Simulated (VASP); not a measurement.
Set up this calculation in VASP 6.6.1, as the native input.

```yaml
Task: single point
Functional: RPBE
Potentials_or_basis: VASP PAW PBE potentials, release 64 (Se)
Cutoff: 520 eV
k_mesh: 10 × 10 × 10
Occupations: fermi-dirac, width 0.1 eV
Spin: no spin polarisation
Dipole_correction: no
Further_INCAR_settings: ALGO = Normal; EDIFF = 1e-06; NBANDS = 13
```

The structure of Se lies in POSCAR:

```
Se
1.0
    0.0000000000      3.2490564299      3.2490564299
    3.2490564299      0.0000000000      3.2490564299
    3.2490564299      3.2490564299      0.0000000000
Se
2
Direct
    0.1250000000      0.1250000000      0.1250000000
    0.8750000000      0.8750000000      0.8750000000
```

This cell differs from its parent crystal: volume scaled by 1.04.

These files were run (other wordings do the same):

INCAR

```
SYSTEM = Se
PREC = Accurate
ENCUT = 520
EDIFF = 1E-6
ISMEAR = -1
SIGMA = 0.1
LREAL = .FALSE.
LASPH = .TRUE.
NELM = 100
ALGO = Normal
ISIF = 2
LWAVE = .FALSE.
LCHARG = .TRUE.
GGA = RP
LELF = .TRUE.
LVHAR = .TRUE.
NBANDS = 13
```

KPOINTS

```
Automatic mesh
0
G
  10 10 10
  0 0 0
```

Potentials or basis: VASP PAW PBE potentials, release 64 (Se).

Launch:

```sh
$ cat potpaw_PBE.64/Se/POTCAR > POTCAR
$ mpirun -np 1 vasp_std > vasp.out
```

It gave:

| Quantity | Value |
| --- | --- |
| Pressure | -1.3 GPa |
| Band gap on the k mesh | zero (band 6 reaches 1.80 eV, above the bottom of band 7 at 0.84 eV) |

Caveat: the PAW data sets were made with another functional, which shifts forces and pressure a little.

Run time: 27 s on 1 thread of Intel(R) Xeon(R) Platinum 8259CL CPU @ 2.50GHz (Skylake/Cascade Lake) (shared host), peak memory 0.21 GiB.
